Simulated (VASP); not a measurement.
Runs of VASP 6.6.1 on F. The structure is that of space group Cmce (No. 64), or close to it. The cells are those of the table. 

```csv
cell,gap on the mesh (eV),pressure (GPa),largest force (eV/Å)
"a = 2.955, b = 2.955, c = 6.372 Å, angles 90.3, 90.3, 67.1°, 4 atoms",3.59,(c),(b)
"a = 3.111, b = 3.111, c = 6.708 Å, angles 90.3, 90.3, 67.1°, 4 atoms",(a),1.0,0.19
"a = 3.061, b = 3.061, c = 6.600 Å, angles 90.3, 90.3, 67.1°, 4 atoms",3.03,3.7,1.04
"a = 3.160, b = 3.160, c = 6.813 Å, angles 90.3, 90.3, 67.1°, 4 atoms",2.58,-1.1,0.53
"a = 3.009, b = 3.009, c = 6.488 Å, angles 90.3, 90.3, 67.1°, 4 atoms",3.29,(d),2.04
```

Alike in all rows: task single point; level PBE; potentials or basis VASP PAW PBE potentials, release 64 (F); no spin polarisation; k mesh 4 × 4 × 2; cutoff (eV) 520; smearing gaussian 0.01 eV.

Q: Estimate the missing entries.

A: (a) 2.79; (b) 3.23; (c) 11.7; (d) 7.2.

Caveats: all runs use coarse meshes; forces of over 1 eV/Å act on the atoms, so gaps and moduli don't describe the material at rest (some runs).

A k mesh can miss the band edges.
